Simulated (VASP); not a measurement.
# CdAu2 (Fd-3m) in VASP: further runs, part 2 of 2

VASP 6.6.1. Earlier steps stand in the parts before.

### Step 3. Single point, PBE

This run uses another cell than the first one, of 20.30 Å³/atom.

Input file INCAR:

```
SYSTEM = CdAu2
  ALGO = Fast
  EDIFF = 1E-7
  ENCUT = 520
  GGA = PE
  ISIF = 2
  ISMEAR = 0
  LASPH = .TRUE.
  LCHARG = .TRUE.
  LELF = .TRUE.
  LREAL = .FALSE.
  LVHAR = .TRUE.
  LWAVE = .FALSE.
  NBANDS = 43
  NELM = 60
  PREC = Accurate
  SIGMA = 0.1
```

Input file KPOINTS:

```
k-points
0
G
  8 8 8
  0 0 0
```

Input file POSCAR:

```
CdAu2
1.0
    0.0000000000      3.9346185717      3.9346185717
    3.9346185717      0.0000000000      3.9346185717
    3.9346185717      3.9346185717      0.0000000000
Cd Au
2 4
Direct
    0.0000000000      0.0000000000      0.0000000000
    0.2500000000      0.2500000000      0.2500000000
    0.6250000000      0.6250000000      0.6250000000
    0.1250000000      0.6250000000      0.6250000000
    0.6250000000      0.6250000000      0.1250000000
    0.6250000000      0.1250000000      0.6250000000
```

Potentials or basis: VASP PAW PBE potentials, release 64 (Cd, Au).

Launch:

```console
> cat potpaw_PBE.64/Cd/POTCAR potpaw_PBE.64/Au/POTCAR > POTCAR
> mpirun -np 1 vasp_std > vasp.out
```

OUTCAR:

```text
SYSTEM = CdAu2
   EDIFF = 1E-7
   ENCUT = 520
   GGA = PE
   ISIF = 2
   ISMEAR = 0
   LASPH = .TRUE.
   LREAL = .FALSE.
   NELM = 60
   PREC = Accurate

 ion  position               nearest neighbor table
   1  0.000  0.000  0.000-   3 3.26   5 3.26   6 3.26   3 3.26   4 3.26   5 3.26   3 3.26   4 3.26
                             6 3.26   4 3.26   5 3.26   6 3.26   2 3.41   2 3.41   2 3.41   2 3.41
   2  0.250  0.250  0.250-   4 3.26   5 3.26   6 3.26   3 3.26   4 3.26   6 3.26   3 3.26   4 3.26
                             5 3.26   3 3.26   5 3.26   6 3.26   1 3.41   1 3.41   1 3.41   1 3.41
   3  0.625  0.625  0.625-   4 2.78   5 2.78   6 2.78   5 2.78   6 2.78   4 2.78   1 3.26   2 3.26
                             1 3.26   2 3.26   1 3.26   2 3.26
   4  0.125  0.625  0.625-   3 2.78   5 2.78   6 2.78   3 2.78   5 2.78   6 2.78   2 3.26   1 3.26
                             1 3.26   2 3.26   2 3.26   1 3.26
   5  0.625  0.625  0.125-   3 2.78   3 2.78   4 2.78   6 2.78   6 2.78   4 2.78   1 3.26   2 3.26
                             1 3.26   2 3.26   1 3.26   2 3.26
   6  0.625  0.125  0.625-   3 2.78   5 2.78   3 2.78   4 2.78   5 2.78   4 2.78   2 3.26   1 3.26
                             2 3.26   2 3.26   1 3.26   1 3.26

  LATTYP: Found a face centered cubic cell.
 ALAT       =     7.8692371434

  Lattice vectors:

 A1 = (   0.0000000000,   3.9346185717,   3.9346185717)
 A2 = (   3.9346185717,   0.0000000000,   3.9346185717)
 A3 = (   3.9346185717,   3.9346185717,   0.0000000000)

Analysis of symmetry for initial positions (statically):
=====================================================================
 Subroutine PRICEL returns:
 Original cell was already a primitive cell.

 Routine SETGRP: Setting up the symmetry group for a
 face centered cubic supercell.

 Subroutine GETGRP returns: Found 48 space group operations
 (whereof 24 operations were pure point group operations)
 out of a pool of 48 trial point group operations.

[... 146 lines left out ...]
  Fermi-wavevector in a.u.,A,eV,Ry     =   1.347923  2.547206 24.720386  1.816897
  Thomas-Fermi vector in A             =   2.475634
   LORBIT       =      0    0 simple, 1 ext, 2 COOP (PROOUT), +10 PAW based schemes
   GGA     = PE    functional components
   LHFCALC =     F    Hartree Fock is set to
   AEXX    =    0.0000 exact exchange contribution
   IVDW    =     0    specifies the selected vdW correction
   LEPSILON=     F    determine dielectric tensor
   LRPA    =     F    only Hartree local field effects (RPA)
 non-spin polarized calculation
 RMM-DIIS sequential band-by-band and
 Gauss-broadening in eV      SIGMA  =   0.10
  energy-cutoff  :      520.00
  volume of cell :      121.83
 maximum number of plane-waves:      3306
 NGX is ok and might be reduce to    42
   NGX = 21   NGY = 21   NGZ = 21

 number of electron      67.9999976 magnetization

 Free energy of the ion-electron system (eV)
  ---------------------------------------------------
  ext. energy  EPLUGINS =         0.00000000
  ---------------------------------------------------
  free energy    TOTEN  =       -14.94452614 eV

  energy without entropy =      -14.93649563  energy(sigma->0) =      -14.94051089

 E-fermi :   6.0070     XC(G=0): -11.5239

 val. band max:        5.9956455192   @ k =   0.5000   0.2500   0.0000
 cond. band min:       6.1266913561   @ k =   0.2500   0.1250   0.0000
 fundamental gap:      0.1310458369
 Fermi energy:         6.0069611101

 k-point     1 :       0.0000    0.0000    0.0000
  band No.  band energies     occupation
      1      -3.1780      2.00000
      2      -2.7967      2.00000
      3      -2.7967      2.00000
      4      -2.7967      2.00000
      5      -2.7502      2.00000
      6      -2.7502      2.00000
[... 1093 lines left out ...]
     42      12.6952      0.00000
     43      14.1983      0.00000

 [... further k-points ...]

------------------------ aborting loop because EDIFF is reached ----------------------------------------

  FORCE on cell =-STRESS in cart. coord.  units (eV):
  Direction    XX          YY          ZZ          XY          YZ          ZX
  --------------------------------------------------------------------------------------
  -------------------------------------------------------------------------------------
  Total       -0.0117892     -0.0117892     -0.0117892      0.0000000      0.0000000     -0.0000000
  in kB       -0.1550450     -0.1550450     -0.1550450      0.0000000      0.0000000     -0.0000000
  external PRESSURE =      -0.1550450 kB  Pullay stress =       0.0000000 kB

 VOLUME and BASIS-vectors are now :
 -----------------------------------------------------------------------------
  energy-cutoff  :      520.00
  volume of cell :      121.83
      direct lattice vectors                 reciprocal lattice vectors
     0.000000000  3.934618572  3.934618572    -0.127077121  0.127077121  0.127077121
     3.934618572  0.000000000  3.934618572     0.127077121 -0.127077121  0.127077121
     3.934618572  3.934618572  0.000000000     0.127077121  0.127077121 -0.127077121

 POSITION                                       TOTAL-FORCE (eV/Angst)
 -----------------------------------------------------------------------------------
      0.00000      0.00000      0.00000        -0.000000     -0.000000     -0.000000
      1.96731      1.96731      1.96731         0.000000      0.000000      0.000000
      4.91827      4.91827      4.91827        -0.000000     -0.000000      0.000000
      4.91827      2.95096      2.95096        -0.000000     -0.000000      0.000000
      2.95096      2.95096      4.91827        -0.000000     -0.000000      0.000000
      2.95096      4.91827      2.95096        -0.000000     -0.000000      0.000000
 -----------------------------------------------------------------------------------
    total drift:                                0.000000      0.000000      0.000000

  FREE ENERGIE OF THE ION-ELECTRON SYSTEM (eV)
  ---------------------------------------------------
  free  energy   TOTEN  =       -14.9445261406 eV

  energy  without entropy=      -14.9364956311  energy(sigma->0) =      -14.94051089
```

OSZICAR:

```text
N       E                     dE             d eps       ncg     rms          rms(c)
DAV:   1     0.504721471543E+03    0.50472E+03   -0.35538E+04  2502   0.155E+03
DAV:   2     0.239014150229E+01   -0.50233E+03   -0.48021E+03  2580   0.376E+02
DAV:   3    -0.159505393746E+02   -0.18341E+02   -0.18117E+02  2843   0.764E+01
DAV:   4    -0.160934653442E+02   -0.14293E+00   -0.14263E+00  2755   0.620E+00
DAV:   5    -0.160946425655E+02   -0.11772E-02   -0.11770E-02  2710   0.599E-01    0.155E+01
RMM:   6    -0.150609451546E+02    0.10337E+01   -0.27349E+00  2503   0.861E+00    0.107E+01
RMM:   7    -0.149571141334E+02    0.10383E+00   -0.27950E-01  2528   0.256E+00    0.523E+00
RMM:   8    -0.149449797425E+02    0.12134E-01   -0.40248E-02  2576   0.125E+00    0.367E-01
RMM:   9    -0.149445202425E+02    0.45950E-03   -0.32388E-03  2660   0.286E-01    0.230E-01
RMM:  10    -0.149445218715E+02   -0.16290E-05   -0.68579E-04  2712   0.126E-01    0.619E-02
RMM:  11    -0.149445252360E+02   -0.33645E-05   -0.15997E-04  2733   0.698E-02    0.259E-02
RMM:  12    -0.149445263494E+02   -0.11134E-05   -0.28528E-05  2759   0.261E-02    0.159E-02
RMM:  13    -0.149445259503E+02    0.39913E-06   -0.55374E-06  2740   0.112E-02    0.111E-02
RMM:  14    -0.149445262228E+02   -0.27253E-06   -0.19037E-06  2635   0.747E-03    0.318E-03
RMM:  15    -0.149445261406E+02    0.82217E-07   -0.33945E-07  1829   0.273E-03
   1 F= -.14944526E+02 E0= -.14940511E+02  d E =-.803051E-02
```

stdout:

```text
POSCAR found type information on POSCAR CdAu
 POSCAR found :  2 types and       6 ions
 scaLAPACK will be used
 LDA part: xc-table for (Slater+PW92), standard interpolation
 POSCAR, INCAR and KPOINTS ok, starting setup
 FFT: planning ... GRIDC
 FFT: planning ... GRID_SOFT
 FFT: planning ... GRID
 WAVECAR not read
 entering main loop
```

It took 2.4 min on 1 thread of Intel Xeon Platinum 8375C at 2.90GHz (Ice Lake), shared host; peak memory 0.32 GiB.

What came out:

```yaml
Free_energy: -14.9445 eV
Pressure: 0.0 GPa
Band_gap_on_the_k_mesh: zero (bands 34 and 35 overlap by 0.86 eV)
```

Levels at points of the mesh, in eV from the Fermi level:
```csv
k point,band 32,band 33,band 34,band 35,band 36,band 37
"(0.00, 0.00, 0.00)",-0.71,0.38,0.38,0.38,1.38,1.93
"(0.50, 0.00, 0.00)",-1.55,-0.71,0.51,0.51,1.03,2.01
"(0.50, 0.50, 0.00)",-3.05,-1.12,-1.12,-0.19,-0.19,5.60
```

Caveat: spin-orbit coupling is left out, which moves the levels of the heavy elements.

### Step 4. Relaxation of cell and atoms, PBE

Input file INCAR:

```
PREC     = Accurate       # precision mode
ENCUT    = 600            # plane-wave cutoff, eV
EDIFF    = 1E-6           # SCF threshold, eV
ISMEAR   = 0              # smearing method
SIGMA    = 0.1            # smearing width, eV
LREAL    = False          # projectors in reciprocal space
LASPH    = True           # aspherical terms in the spheres
NELM     = 60             # most SCF steps
ALGO     = Fast           # electronic algorithm
ISIF     = 3              # what is computed and relaxed
LWAVE    = False          # write WAVECAR
LCHARG   = False          # write CHGCAR
GGA      = PE             # functional
IBRION   = 2              # ionic algorithm
NSW      = 100            # ionic steps
EDIFFG   = -0.01          # ionic threshold
```

Input file KPOINTS:

```
Automatic mesh
0
Gamma
  8 8 8
```

POSCAR: that of step 3 with these lines changed.

```diff
@@ -2,5 +2,5 @@
 1.0
-    0.0000000000      3.9346185717      3.9346185717
-    3.9346185717      0.0000000000      3.9346185717
-    3.9346185717      3.9346185717      0.0000000000
+    0.0000000000      3.9412094581      3.9412094581
+    3.9412094581      0.0000000000      3.9412094581
+    3.9412094581      3.9412094581      0.0000000000
 Cd Au
```

Launch:

```console
> cat potpaw_PBE.64/Cd/POTCAR potpaw_PBE.64/Au/POTCAR > POTCAR
> mpirun -np 1 vasp_std > vasp.out
```

It took 5.7 min on 1 thread of Intel Xeon Platinum 8375C at 2.90GHz (Ice Lake), shared host; peak memory 0.42 GiB.

Results (log left out):

```yaml
Free_energy: -14.9439 eV
Relaxed_volume: 20.30 Å³/atom
Relaxed_cell: a = 5.564 Å, b = 5.564 Å, c = 5.564 Å, α = 60.00°, β = 60.00°, γ = 60.00°
Space_group_after_relaxing_to_0.1_Å: Fd-3m (No. 227)
Energy_gained_by_relaxing: 0.2 meV/atom
Ionic_steps: 3
Pressure_after_relaxing: 0.0 GPa
Band_gap_on_the_k_mesh: zero (bands 34 and 35 overlap by 0.86 eV)
```

Step by step:
```csv
step,energy change (eV),largest force (eV/Å),pressure (GPa),volume (Å³)
1,0.0000,0.0000,-0.47,122.44
2,-0.0004,0.0000,0.38,121.37
3,-0.0009,0.0000,0.01,121.83
```

Final structure:
```xyz
6
Lattice="0.0000 3.9347 3.9347 3.9347 0.0000 3.9347 3.9347 3.9347 0.0000" Properties=species:S:1:pos:R:3 pbc="T T T"
Cd    0.0000    0.0000    0.0000
Cd    1.9673    1.9673    1.9673
Au    4.9183    4.9183    4.9183
Au    4.9183    2.9510    2.9510
Au    2.9510    2.9510    4.9183
Au    2.9510    4.9183    2.9510
```

Levels at points of the mesh, in eV from the Fermi level:
| k point | band 30 | band 31 | band 32 | band 33 | band 34 | band 35 | band 36 | band 37 | band 38 | band 39 |
| --- | --- | --- | --- | --- | --- | --- | --- | --- | --- | --- |
| (0.00, 0.00, 0.00) | -1.55 | -1.55 | -0.71 | 0.38 | 0.38 | 0.38 | 1.38 | 1.93 | 3.11 | 3.11 |
| (0.50, 0.00, 0.00) | -3.05 | -3.05 | -1.55 | -0.71 | 0.51 | 0.51 | 1.03 | 2.01 | 2.01 | 4.34 |
| (0.50, 0.50, 0.00) | -3.17 | -3.05 | -3.05 | -1.12 | -1.12 | -0.19 | -0.19 | 5.60 | 5.60 | 5.94 |

Caveat: spin-orbit coupling is left out, which moves the levels of the heavy elements.

### Step 5. Overview

```csv
task,cell,k mesh,cutoff (eV),gap on the mesh (eV),pressure (GPa)
single point,"a = 5.574 Å, angles 60.0°, 6 atoms",4 × 4 × 4,520,none,-0.2
single point,"a = 5.564 Å, angles 60.0°, 6 atoms",8 × 8 × 8,520,none,0.0
relaxation of cell and atoms,"relaxed from a = 5.574 Å, angles 60.0°, 6 atoms",8 × 8 × 8,600,none,0.0
```

Alike in all rows: level PBE; potentials or basis VASP PAW PBE potentials, release 64 (Cd, Au); no spin polarisation; smearing gaussian 0.1 eV.

Caveats: spin-orbit coupling is left out, which moves the levels of the heavy elements.

Absolute energies hang on the potentials; compare differences alone.

The gap in the log of VASP goes by the Fermi energy; the results here count the filled bands.